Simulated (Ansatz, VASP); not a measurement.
CdS: VASP beside Ansatz

The input INCAR:

```
SYSTEM = CdS
ALGO = Normal
EDIFF = 1E-8
ENCUT = 400
GGA = PE
GGA_COMPAT = .False.
ISIF = 2
ISMEAR = -1
LASPH = .True.
LCHARG = .False.
LEFG = .True.
LREAL = .False.
LWAVE = .False.
NBANDS = 16
NELM = 120
PREC = Accurate
SIGMA = 0.02
```

The input KPOINTS:

```
k-points
0
Gamma
  7 7 7
  0 0 0
```

File POSCAR:

```
CdS
1.0
    0.0000000000      2.9429534649      2.8546648610
    2.9429534649      0.0000000000      2.8546648610
    2.9429534649      2.9429534649      0.0000000000
Cd S
1 1
Direct
    0.0000000000      0.0000000000      0.0000000000
    0.7500000000      0.7500000000      0.7500000000
```

Input for Ansatz:

```yaml
crystal:
  lattice:
    - [0.0, 2.9429534649, 2.854664861]
    - [2.9429534649, 0.0, 2.854664861]
    - [2.9429534649, 2.9429534649, 0.0]
  atoms:
    - { symbol: Cd, position: [0.0, 0.0, 0.0] }
    - { symbol: S, position: [0.75, 0.75, 0.75] }
kpoints:
  mp_grid: { grid: [7, 7, 7] }
scf:
  occupations: { method: fermi_dirac, width: 0.02 }
hamiltonian:
  xc: pbe
  pseudopotentials: { kind: all_electron, datasets: crystal }
output:
  forces: true
  stress: true
  eigenvalues: true
  efg: { contact_densities: true }
```

Change from the starting cell: zz strain of -3 %, crystal datasets.

Alike in both runs: task electric field gradients; functional PBE; k mesh 7 × 7 × 7; occupations fermi-dirac, width 0.02 eV; no spin polarisation.

|  | VASP | Ansatz |
| --- | --- | --- |
| version | VASP 6.6.1 | Ansatz 0.2.0 |
| potentials or method | VASP PAW PBE potentials, release 64 (Cd, S), cutoff 400 eV | all-electron PAW with datasets made for the crystal, scalar-relativistic |

|  | VASP | Ansatz | Ansatz less VASP |
| --- | --- | --- | --- |
| gap on the k mesh at the Fermi level (eV) | 1.10 | 1.09 | -0.003 |
| pressure (GPa) | 3.0 | 3.1 | +0.08 |
| traceless stress, the component that is largest in VASP (GPa) | 0.30 | 0.31 | +0.007 |
| size of Vzz on the site where it differs most (V/Å²) | 9.6 | 10.2 | +0.58 |

Ansatz ran all-electron here, and VASP with PAW potentials.
